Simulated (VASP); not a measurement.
Runs of VASP 6.6.1 on ZrB. The structure is that of space group P4/mmm (No. 123), or close to it. The cells are those of the table. 

| task | level | spin | cell | k mesh | cutoff (eV) | smearing | gap on the mesh (eV) | pressure (GPa) | relaxed volume (Å³/atom) |
| --- | --- | --- | --- | --- | --- | --- | --- | --- | --- |
| single point | PBE | off | a = 2.791, b = 2.791, c = 4.014 Å, angles 90.0, 90.0, 90.7°, 2 atoms | 10 × 10 × 7 | 520 | gaussian 0.026 eV | none | 76.5 | - |
| single point | PBE+D3(BJ) | off | a = 3.379, b = 3.379, c = 2.908 Å, 2 atoms | 10 × 10 × 7 | 520 | fermi-dirac 0.05 eV | none | 0.1 | - |
| single point | PBEsol | off | a = 3.376, b = 3.376, c = 2.905 Å, 2 atoms | 10 × 10 × 7 | 520 | fermi-dirac 0.05 eV | none | 0.1 | - |
| single point | PBEsol+D4 | off | a = 3.365, b = 3.365, c = 2.884 Å, 2 atoms | 10 × 10 × 7 | 520 | fermi-dirac 0.05 eV | none | 0.1 | - |
| relaxation of cell and atoms | RPBE | off | relaxed from a = 2.791, b = 2.791, c = 4.014 Å, angles 90.0, 90.0, 90.7°, 2 atoms | 10 × 10 × 7 | 600 | fermi-dirac 0.05 eV | none | 0.0 | 17.60 |
| single point | PBEsol | off | a = 2.791, b = 2.791, c = 4.014 Å, angles 90.0, 90.0, 90.7°, 2 atoms | 10 × 10 × 7 | 520 | fermi-dirac 0.05 eV | none | 72.6 | - |
| single point | r2SCAN | off | a = 2.791, b = 2.791, c = 4.014 Å, angles 90.0, 90.0, 90.7°, 2 atoms | 10 × 10 × 7 | 520 | fermi-dirac 0.05 eV | none | 77.5 | - |
| single point | PBE | off | a = 2.791, b = 2.791, c = 4.014 Å, angles 90.0, 90.0, 90.7°, 2 atoms | 10 × 10 × 7 | 520 | gaussian 0.018 eV | none | 76.5 | - |
| single point | BLYP | off | a = 2.791, b = 2.791, c = 4.014 Å, angles 90.0, 90.0, 90.7°, 2 atoms | 10 × 10 × 7 | 520 | fermi-dirac 0.05 eV | none | (a) | - |
| single point | BLYP | off | a = 3.443, b = 3.443, c = 3.068 Å, 2 atoms | 10 × 10 × 7 | 520 | fermi-dirac 0.05 eV | none | (b) | - |
| single point | PBEsol | non-collinear, zero start, SOC | a = 2.791, b = 2.791, c = 4.014 Å, angles 90.0, 90.0, 90.7°, 2 atoms | 7 × 7 × 5 | 520 | fermi-dirac 0.05 eV | - | 72.3 | - |
| relaxation of cell and atoms | PBEsol | off | relaxed from a = 2.791, b = 2.791, c = 4.014 Å, angles 90.0, 90.0, 90.7°, 2 atoms | 10 × 10 × 7 | 600 | fermi-dirac 0.05 eV | none | 0.0 | 16.59 |

Alike in all rows: potentials or basis VASP PAW PBE potentials, release 64 (Zr_sv, B).

Q: Fill in the values left out.

A: (a) 81.7; (b) 0.2.

Caveats: the PAW data sets were made with another functional, which shifts forces and pressure a little (some runs); pairwise dispersion overbinds metals, which lowers pressure and volume (some runs).

A k mesh can miss the band edges, and rows without SOC leave out spin-orbit coupling on Zr.

A gap of «none» marks levels without a gap at the run's occupations.
